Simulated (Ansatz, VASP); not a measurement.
## Two plane-wave programs on Sn

File INCAR:

```
SYSTEM = Sn
PREC     = Accurate       ! precision mode
ENCUT    = 520            ! plane-wave cutoff, eV
EDIFF    = 1E-6           ! SCF threshold, eV
ISMEAR   = 1              ! smearing method
SIGMA    = 0.2            ! smearing width, eV
LREAL    = .False.        ! projectors in reciprocal space
LASPH    = .True.         ! aspherical terms in the spheres
NELM     = 60             ! most SCF steps
ALGO     = Fast           ! electronic algorithm
ISIF     = 2              ! what is computed and relaxed
LWAVE    = .False.        ! write WAVECAR
LCHARG   = .False.        ! write CHGCAR
GGA      = PE             ! functional
NBANDS   = 21             ! bands
```

Contents of KPOINTS:

```
Automatic mesh
0
Gamma
  18 18 18
  0 0 0
```

Contents of POSCAR:

```
Sn
1.0
   -2.8927105411      2.8927105411      1.6521773982
    2.8927105411     -2.8927105411      1.6521773982
    2.8927105411      2.8927105411     -1.6521773982
Sn
2
Direct
    0.7500000000      0.2500000000      0.5000000000
    0.0000000000      0.0000000000      0.0000000000
```

Input for Ansatz:

```yaml
crystal:
  lattice:
    - [-2.8927105411, 2.8927105411, 1.6521773982]
    - [2.8927105411, -2.8927105411, 1.6521773982]
    - [2.8927105411, 2.8927105411, -1.6521773982]
  atoms:
    - { symbol: Sn, position: [0.75, 0.25, 0.5] }
    - { symbol: Sn, position: [0.0, 0.0, 0.0] }
basis:
  ecutwfc: 420
kpoints:
  mp_grid: { grid: [18, 18, 18] }
hamiltonian:
  xc: pbe
scf:
  occupations: { method: methfessel_paxton, width: 0.2 }
output:
  forces: true
  stress: true
  eigenvalues: true
```

Alike in both runs: task single point; functional PBE; k mesh 18 × 18 × 18; occupations methfessel-paxton of order 1, width 0.2 eV; no spin polarisation.

```csv
,VASP,Ansatz
version,VASP 6.6.1,Ansatz 0.2.0
potentials or method,"VASP PAW PBE potentials, release 64 (Sn_d), cutoff 520 eV","scalar-relativistic, plane waves, PAW"
valence electrons in the cell,28,28
```

|  | VASP | Ansatz | Ansatz less VASP |
| --- | --- | --- | --- |
| gap on the k mesh at the Fermi level (eV) | none | none | - |
| pressure (GPa) | 1.6 | 1.6 | +0.06 |
| traceless stress, the component that is largest in VASP (GPa) | -2.02 | -2.02 | +0.003 |

A gap of «none» marks a metal or a gap that the smearing closes. With one functional, cell and mesh, what is left measures potentials, basis and numerics.
